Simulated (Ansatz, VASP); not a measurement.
## AlV2C in VASP and in Ansatz

```
Al V C
1.0
     2.88760    0.00000    0.00000
    -1.44380    2.50073    0.00000
     0.00000    0.00000   13.10482
Al V C
2 4 2
Direct
  0.33333 0.66667 0.25000
  0.66667 0.33333 0.75000
  0.33333 0.66667 0.58638
  0.66667 0.33333 0.41362
  0.66667 0.33333 0.08638
  0.33333 0.66667 0.91362
  0.00000 0.00000 0.00000
  0.00000 0.00000 0.50000
```

Alike in both runs: task single point; functional PBEsol; k mesh 6 × 6 × 2; occupations gaussian, width 0.1 eV; collinear spin.

|  | VASP | Ansatz |
| --- | --- | --- |
| version | VASP 6.6.1 | Ansatz 0.2.0 |
| potentials or method | VASP PAW PBE potentials, release 64 (Al, V_sv, C), cutoff 600 eV | scalar-relativistic, plane waves, PAW |
| valence electrons in the cell | 66 | 66 |

VASP gave:

| Item | Value |
| --- | --- |
| gap on the k mesh at the Fermi level (eV) | none |
| pressure (GPa) | -3.5 |
| traceless stress, the component that is largest in VASP (GPa) | 0.22 |
| rms of the force components (eV/Å) | 0.071 |
| net moment per atom (μB) | 0.00 |

Question: What did Ansatz give for the same quantities?

Answer: gap on the k mesh at the Fermi level (eV): none; pressure (GPa): -3.7; traceless stress, the component that is largest in VASP (GPa): 0.22; rms of the force components (eV/Å): 0.082; net moment per atom (μB): 0.00.

VASP's potentials were made for PBE, not for PBEsol. Atom by atom the forces differ by 0.012 eV/Å (rms over components). A gap of «none» marks a metal or a gap that the smearing closes. Ansatz's warnings: seeded moment not kept.

The k mesh is coarse, so the values compare programs but aren't converged.
